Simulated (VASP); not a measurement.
# Zr in VASP: notebook

The runs below take Zr through single point, with PBE.

All numbers are computed with VASP 6.6.1; they aren't measurements. Logs are shortened: lines on timing, memory, paths and dates and some standing lists are left out, and cuts for length are marked.

## (1) The cell of the first run

Symmetry: P6_3/mmc, No. 194, hexagonal system. The conventional cell has a = 3.259 Å, b = 3.259 Å, c = 5.190 Å, α = 90.00°, β = 90.00°, γ = 120.00°. Zr (site symmetry -6m2) has 12 Zr at 3.21 to 3.26 Å within 4.2 Å.

## (2) Single point, PBE (volume scaled by 1.025)

Input file INCAR:

```
ALGO     = Normal         # electronic algorithm
EDIFF    = 1E-6           # SCF threshold, eV
ENCUT    = 520            # plane-wave cutoff, eV
GGA      = PE             # functional
ISIF     = 2              # what is computed and relaxed
ISMEAR   = -1             # smearing method
LASPH    = True           # aspherical terms in the spheres
LCHARG   = False          # write CHGCAR
LREAL    = False          # projectors in reciprocal space
LWAVE    = False          # write WAVECAR
NBANDS   = 19             # bands
NELM     = 100            # most SCF steps
PREC     = Accurate       # precision mode
SIGMA    = 0.08           # smearing width, eV
```

Input file KPOINTS:

```
k-points
0
Gamma
  13 13 7
```

Input file POSCAR:

```
Zr
1.0
    3.2587101630      0.0000000000      0.0000000000
   -1.6293550814      2.8221257846      0.0000000000
    0.0000000000      0.0000000000      5.1895391192
Zr
2
Direct
    0.3333333333      0.6666666667      0.2500000000
    0.6666666667      0.3333333333      0.7500000000
```

Potentials or basis: VASP PAW PBE potentials, release 64 (Zr_sv).

Launch:

```console
$ cat potpaw_PBE.64/Zr_sv/POTCAR > POTCAR
$ mpirun -np 1 vasp_std > vasp.out
```

OUTCAR:

```text
EDIFF = 1E-6
   ENCUT = 520
   GGA = PE
   ISIF = 2
   ISMEAR = -1
   LASPH = True
   LREAL = False
   NELM = 100
   PREC = Accurate

 ion  position               nearest neighbor table
   1  0.333  0.667  0.250-   2 3.21   2 3.21   2 3.21   2 3.21   2 3.21   2 3.21
   2  0.667  0.333  0.750-   1 3.21   1 3.21   1 3.21   1 3.21   1 3.21   1 3.21

  LATTYP: Found a hexagonal cell.
 ALAT       =     3.2587101630
 C/A-ratio  =     1.5925132521

  Lattice vectors:

 A1 = (   3.2587101630,   0.0000000000,   0.0000000000)
 A2 = (  -1.6293550814,   2.8221257846,   0.0000000000)
 A3 = (   0.0000000000,   0.0000000000,   5.1895391192)

Analysis of symmetry for initial positions (statically):
=====================================================================
 Subroutine PRICEL returns:
 Original cell was already a primitive cell.

 Routine SETGRP: Setting up the symmetry group for a
 hexagonal supercell.

 Subroutine GETGRP returns: Found 24 space group operations
 (whereof 12 operations were pure point group operations)
 out of a pool of 24 trial point group operations.

The static configuration has the point symmetry D_3d.
 The point group associated with its full space group is D_6h.

Analysis of symmetry for dynamics (positions and initial velocities):
=====================================================================
 Subroutine PRICEL returns:
 Original cell was already a primitive cell.

 Routine SETGRP: Setting up the symmetry group for a
 hexagonal supercell.

 Subroutine GETGRP returns: Found 24 space group operations
 (whereof 12 operations were pure point group operations)
 out of a pool of 24 trial point group operations.

The dynamic configuration has the point symmetry D_3d.
 The point group associated with its full space group is D_6h.

 Subroutine INISYM returns: Found 24 space group operations
 (whereof 12 operations are pure point group operations),
 and found     1 'primitive' translations

----------------------------------------------------------------------------------------

                                     Primitive cell

  volume of cell :      47.7255

  direct lattice vectors                    reciprocal lattice vectors
     3.258710163  0.000000000  0.000000000     0.306869881  0.177171408  0.000000000
    -1.629355081  2.822125785  0.000000000     0.000000000  0.354342817  0.000000000
     0.000000000  0.000000000  5.189539119     0.000000000  0.000000000  0.192695339

  length of vectors
     3.258710163  3.258710163  5.189539119     0.354342817  0.354342817  0.192695339

  position of ions in fractional coordinates (direct lattice)
     0.333333333  0.666666667  0.250000000
     0.666666667  0.333333333  0.750000000

  ion indices of the primitive-cell ions
   primitive index   ion index
                 1           1
                 2           2

----------------------------------------------------------------------------------------

 KPOINTS: k-points

Automatic generation of k-mesh.
 Grid dimensions read from file:
 generate k-points for:   13   13    7

 Generating k-lattice:

  Cartesian coordinates                     Fractional coordinates (reciprocal lattice)
     0.023605375  0.013628570  0.000000000     0.076923077  0.000000000  0.000000000
     0.000000000  0.027257140  0.000000000     0.000000000  0.076923077  0.000000000
     0.000000000  0.000000000  0.027527906     0.000000000  0.000000000  0.142857143

  Length of vectors
     0.027257140  0.027257140  0.027527906

  Shift w.r.t. Gamma in fractional coordinates (k-lattice)
     0.000000000  0.000000000  0.000000000

 Subroutine IBZKPT returns following result:
 ===========================================

 Found     84 irreducible k-points:

 Following reciprocal coordinates:
            Coordinates               Weight
  0.000000  0.000000  0.000000      1.000000
  0.076923  0.000000  0.000000      6.000000
  0.153846  0.000000  0.000000      6.000000
  0.230769  0.000000  0.000000      6.000000
  0.307692  0.000000  0.000000      6.000000
  0.384615  0.000000  0.000000      6.000000
[... 16 lines left out ...]
  0.076923  0.000000  0.142857     12.000000
  0.153846  0.000000  0.142857     12.000000
 [... further k-points ...]
   k-points           NKPTS =     84   k-points in BZ     NKDIM =     84   number of bands    NBANDS=     19
   number of dos      NEDOS =    301   number of ions     NIONS =      2
   total plane-waves  NPLWV =  23040
   dimension x,y,z NGX =    24 NGY =   24 NGZ =   40
   dimension x,y,z NGXF=    48 NGYF=   48 NGZF=   80
   ions per type =               2
   NGX,Y,Z   is equivalent  to a cutoff of  12.24, 12.24, 12.81 a.u.
   NGXF,Y,Z  is equivalent  to a cutoff of  24.49, 24.49, 25.63 a.u.
 SYSTEM =  unknown system
   PREC   = accura    normal or accurate (medium, high low for compatibility)
   ISTART =      0    job   : 0-new  1-cont  2-samecut
   ICHARG =      2    charge: 1-file 2-atom 10-const
   ISPIN  =      1    spin polarized calculation?
   LNONCOLLINEAR =      F non collinear calculations
   LSORBIT =      F    spin-orbit coupling
   LASPH  =      T    aspherical Exc in radial PAW
   ENCUT  =  520.0 eV  38.22 Ry    6.18 a.u.   6.06  6.06  9.65*2*pi/ulx,y,z
   NELM   =    100;   NELMIN=  2; NELMDL= -5     # of ELM steps
   EDIFF  = 0.1E-05   stopping-criterion for ELM
   LREAL  =      F    real-space projection
   EDIFFG = 0.1E-04   stopping-criterion for IOM
   NSW    =      0    number of steps for IOM
   IBRION =     -1    ionic relax: 0-MD 1-quasi-New 2-CG
   NFREE  =      0    steps in history (QN), initial steepest desc. (CG)
   ISIF   =      2    stress and relaxation
   ISYM   =      2    0-nonsym 1-usesym 2-fastsym
   POTIM  = 0.5000    time-step for ionic-motion
   TEBEG  =    0.0;   TEEND  =   0.0 temperature during run
   PSTRESS=    0.0 pullay stress
   NELECT =      24.0000    total number of electrons
   NUPDOWN=      -1.0000    fix difference up-down
   EMIN   =  10.00;   EMAX   =-10.00  energy-range for DOS
   EFERMI =   0.00;   METHOD = LEGACY
   ISMEAR =    -1;   SIGMA  =   0.08  broadening in eV -4-tet -1-fermi 0-gaus
   EFERMI_NEDOS =   21; number of points for ismear=-14 and -15
   IALGO  =     38    algorithm
   IMIX   =      4    mixing-type and parameters
     AMIX     =   0.40;   BMIX     =  1.00
     AMIX_MAG =   1.60;   BMIX_MAG =  1.00
  volume/ion in A,a.u.               =      23.86       161.03
  Fermi-wavevector in a.u.,A,eV,Ry     =   1.301852  2.460144 23.059407  1.694819
  Thomas-Fermi vector in A             =   2.432959
   LORBIT       =      0    0 simple, 1 ext, 2 COOP (PROOUT), +10 PAW based schemes
   GGA     = PE    functional components
[... 5 lines left out ...]
 non-spin polarized calculation
  energy-cutoff  :      520.00
  volume of cell :       47.73
 maximum number of plane-waves:      1306
   NGX = 13   NGY = 13   NGZ = 19

 number of electron      24.0000001 magnetization

 Free energy of the ion-electron system (eV)
  ---------------------------------------------------
  ext. energy  EPLUGINS =         0.00000000
  ---------------------------------------------------
  free energy    TOTEN  =       -17.05715610 eV

  energy without entropy =      -17.01167971  energy(sigma->0) =      -17.03441791

 E-fermi :   8.7136     XC(G=0): -10.9704

 val. band max:        8.7056776202   @ k =   0.1538   0.0000   0.1429
 cond. band min:       8.7190582499   @ k =   0.3077   0.3077   0.2857
 fundamental gap:      0.0133806297
 Fermi energy:         8.7135997861

 k-point     1 :       0.0000    0.0000    0.0000
  band No.  band energies     occupation
      1     -40.1638      2.00000
      2     -40.0245      2.00000
      3     -18.6422      2.00000
      4     -17.8406      2.00000
      5     -17.8406      2.00000
      6     -17.7124      2.00000
[... 11 lines left out ...]
     18      10.8131      0.00000
     19      13.0392      0.00000

 k-point     2 :       0.0769    0.0000    0.0000
  band No.  band energies     occupation
      1     -40.1577      2.00000
      2     -40.0220      2.00000
      3     -18.6255      2.00000
      4     -17.8772      2.00000
      5     -17.8527      2.00000
      6     -17.7474      2.00000
[... 11 lines left out ...]
     18      10.6736      0.00000
     19      13.1414      0.00000

 k-point     3 :       0.1538    0.0000    0.0000
  band No.  band energies     occupation
      1     -40.1406      2.00000
      2     -40.0153      2.00000
      3     -18.5773      2.00000
      4     -17.9789      2.00000
      5     -17.8852      2.00000
      6     -17.8509      2.00000
[... 11 lines left out ...]
     18      10.7955      0.00000
     19      13.3614      0.00000

 k-point     4 :       0.2308    0.0000    0.0000
  band No.  band energies     occupation
      1     -40.1156      2.00000
      2     -40.0067      2.00000
      3     -18.5032      2.00000
      4     -18.1223      2.00000
      5     -17.9913      2.00000
      6     -17.9291      2.00000
[... 11 lines left out ...]
     18      11.4344      0.00000
     19      13.5760      0.00000

 k-point     5 :       0.3077    0.0000    0.0000
  band No.  band energies     occupation
      1     -40.0872      2.00000
      2     -39.9993      2.00000
      3     -18.4129      2.00000
      4     -18.2739      2.00000
      5     -18.1342      2.00000
      6     -17.9740      2.00000
[... 11 lines left out ...]
     18      12.2327      0.00000
     19      13.7309      0.00000
[... 334 lines left out ...]
      2     -40.0033      2.00000
      3     -18.3623      2.00000
      4     -18.2376      2.00000
      5     -18.1892      2.00000
      6     -18.1281      2.00000
[... 11 lines left out ...]
     18      13.3195      0.00000
     19      14.9888      0.00000

 k-point    22 :       0.0000    0.0000    0.1429
  band No.  band energies     occupation
      1     -40.1570      2.00000
      2     -40.0315      2.00000
      3     -18.5988      2.00000
      4     -17.8341      2.00000
      5     -17.8341      2.00000
      6     -17.7615      2.00000
[... 11 lines left out ...]
     18      11.0619      0.00000
     19      13.0834      0.00000

 k-point    23 :       0.0769    0.0000    0.1429
  band No.  band energies     occupation
      1     -40.1511      2.00000
      2     -40.0288      2.00000
      3     -18.5842      2.00000
      4     -17.8698      2.00000
      5     -17.8459      2.00000
      6     -17.7912      2.00000
[... 11 lines left out ...]
     18      10.9748      0.00000
     19      13.1661      0.00000

 k-point    24 :       0.1538    0.0000    0.1429
  band No.  band energies     occupation
      1     -40.1345      2.00000
      2     -40.0216      2.00000
      3     -18.5429      2.00000
      4     -17.9685      2.00000
      5     -17.8873      2.00000
      6     -17.8775      2.00000
[... 11 lines left out ...]
     18      10.9599      0.00000
     19      13.3398      0.00000

 [... further k-points ...]
[... 5 lines left out ...]
  --------------------------------------------------------------------------------------
  -------------------------------------------------------------------------------------
  Total       -0.5720589     -0.5720589     -0.4257121     -0.0000000      0.0000000      0.0000000
  in kB      -19.2043877    -19.2043877    -14.2914315     -0.0000000      0.0000000      0.0000000
  external PRESSURE =     -17.5667356 kB  Pullay stress =       0.0000000 kB

 VOLUME and BASIS-vectors are now :
 -----------------------------------------------------------------------------
  energy-cutoff  :      520.00
  volume of cell :       47.73
      direct lattice vectors                 reciprocal lattice vectors
     3.258710163  0.000000000  0.000000000     0.306869881  0.177171408  0.000000000
    -1.629355081  2.822125785  0.000000000     0.000000000  0.354342817  0.000000000
     0.000000000  0.000000000  5.189539119     0.000000000  0.000000000  0.192695339

 POSITION                                       TOTAL-FORCE (eV/Angst)
 -----------------------------------------------------------------------------------
     -0.00000      1.88142      1.29738        -0.000000      0.000000      0.000000
      1.62936      0.94071      3.89215         0.000000     -0.000000      0.000000
 -----------------------------------------------------------------------------------
    total drift:                               -0.000000      0.000000     -0.000000

  FREE ENERGIE OF THE ION-ELECTRON SYSTEM (eV)
  ---------------------------------------------------
  free  energy   TOTEN  =       -17.0571560984 eV

  energy  without entropy=      -17.0116797129  energy(sigma->0) =      -17.03441791
```

It took 27 s on 1 thread of Intel Xeon Platinum 8488C (Sapphire Rapids), shared host; peak memory 0.19 GiB.

Results:

| Property | Result |
| --- | --- |
| Free energy | -17.0572 eV |
| Pressure | -1.8 GPa |
| Band gap on the k mesh | zero (band 12 reaches 9.58 eV, above the bottom of band 13 at 8.48 eV) |

## (3) Single point, PBE (volume scaled by 1.05)

Input file INCAR:

```
SYSTEM = Zr
PREC = Accurate
ENCUT = 520
EDIFF = 1E-7
ISMEAR = -1
SIGMA = 0.08
LREAL = .False.
LASPH = .True.
NELM = 80
ALGO = Normal
ISIF = 2
LWAVE = .False.
LCHARG = .True.
GGA = PE
LELF = .True.
LVHAR = .True.
NBANDS = 19
```

Input file KPOINTS:

```
Automatic mesh
0
Gamma
  13 13 7
  0 0 0
```

Input file POSCAR:

```
Zr
1.0
    3.2849912186      0.0000000000      0.0000000000
   -1.6424956092      2.8448858464      0.0000000000
    0.0000000000      0.0000000000      5.2313920485
Zr
2
Direct
    0.3333333333      0.6666666667      0.2500000000
    0.6666666667      0.3333333333      0.7500000000
```

Potentials or basis: VASP PAW PBE potentials, release 64 (Zr_sv).

Launch:

```console
$ cat potpaw_PBE.64/Zr_sv/POTCAR > POTCAR
$ mpirun -np 1 vasp_std > vasp.out
```

Run time: 30 s. Hardware: 1 thread of Intel Xeon Platinum 8488C (Sapphire Rapids), shared host; peak memory 0.19 GiB.

The run converged. Its results:

```yaml
Free_energy: -17.0374 eV
Pressure: -3.8 GPa
Band_gap_on_the_k_mesh: zero (band 12 reaches 9.31 eV, above the bottom of band 13 at 8.20 eV)
```

Stress tensor (GPa, compression positive):
```
-3.90  0.00  0.00
 0.00 -3.90  0.00
 0.00  0.00 -3.57
```

Levels at points of the mesh, in eV from the Fermi level:
| k point | band 9 | band 10 | band 11 | band 12 | band 13 | band 14 | band 15 | band 16 |
| --- | --- | --- | --- | --- | --- | --- | --- | --- |
| (0.00, 0.00, 0.00) | -5.56 | -2.89 | 0.86 | 0.86 | 1.00 | 1.01 | 1.51 | 1.51 |

(Part 1 of 2 ends here.)
